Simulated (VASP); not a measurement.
P: single point with PBE

P:

```xyz
4
Lattice="1.6547 -5.6432 0.0000 1.6547 5.6432 0.0000 0.0000 0.0000 4.5644" Properties=species:S:1:pos:R:3 pbc="T T T"
P     1.6547   -4.5821    0.3950
P     1.6547   -1.0611    2.6772
P     1.6547    4.5821    4.1694
P     1.6547    1.0611    1.8872
```

| Item | Value |
| --- | --- |
| Program | VASP 6.6.1 |
| Task | single point |
| Functional | PBE |
| Potentials or basis | VASP PAW PBE potentials, release 64 (P) |
| Cutoff | 520 eV |
| k mesh | 12 × 12 × 8 |
| Occupations | gaussian, width 0.01 eV |
| Spin | no spin polarisation |
| Dipole correction | no |
| Further INCAR settings | ALGO = Normal; EDIFF = 1e-06; NBANDS = 18 |

| Item | Value |
| --- | --- |
| Pressure | -0.3 GPa |
| Largest force | 0.050 eV/Å |
| Band gap on the k mesh | 0.15 eV |

Forces in eV/Å, atoms in the order of the input:
```
P    0.000 -0.038  0.034
P    0.000  0.038  0.034
P    0.000  0.038 -0.034
P    0.000 -0.038 -0.034
```

Levels at points of the mesh, in eV from the valence-band top:
| k point | band 6 | band 7 | band 8 | band 9 | band 10 | band 11 | band 12 | band 13 | band 14 | band 15 |
| --- | --- | --- | --- | --- | --- | --- | --- | --- | --- | --- |
| (0.00, 0.00, 0.00) | -4.73 | -3.77 | -2.60 | -2.28 | -0.99 | 0.75 | 1.24 | 2.12 | 2.91 | 5.42 |
| (0.50, 0.00, 0.00) | -5.31 | -3.21 | -3.21 | -2.48 | -2.48 | 0.78 | 0.78 | 1.56 | 1.56 | 3.32 |
| (0.50, 0.50, 0.00) | -5.29 | -3.85 | -2.15 | -1.60 | 0.00 | 0.15 | 1.06 | 2.28 | 2.83 | 5.12 |
| (0.00, 0.00, 0.50) | -4.11 | -2.98 | -2.98 | -1.50 | -1.50 | 1.60 | 1.60 | 3.01 | 3.01 | 4.49 |
| (0.50, 0.00, 0.50) | -5.39 | -5.15 | -5.15 | -1.69 | -1.69 | 1.83 | 1.83 | 3.50 | 3.50 | 5.04 |
| (0.50, 0.50, 0.50) | -3.00 | -2.77 | -2.77 | -1.78 | -1.78 | 1.57 | 1.57 | 2.58 | 2.58 | 3.19 |

Wall time 4.6 min on 1 thread of Intel(R) Xeon(R) Platinum 8259CL CPU @ 2.50GHz (Skylake/Cascade Lake) (shared host), peak memory 0.41 GiB.

Caveat: semilocal functionals underestimate gaps, and a narrow one can read as zero. A k mesh can miss the band edges.
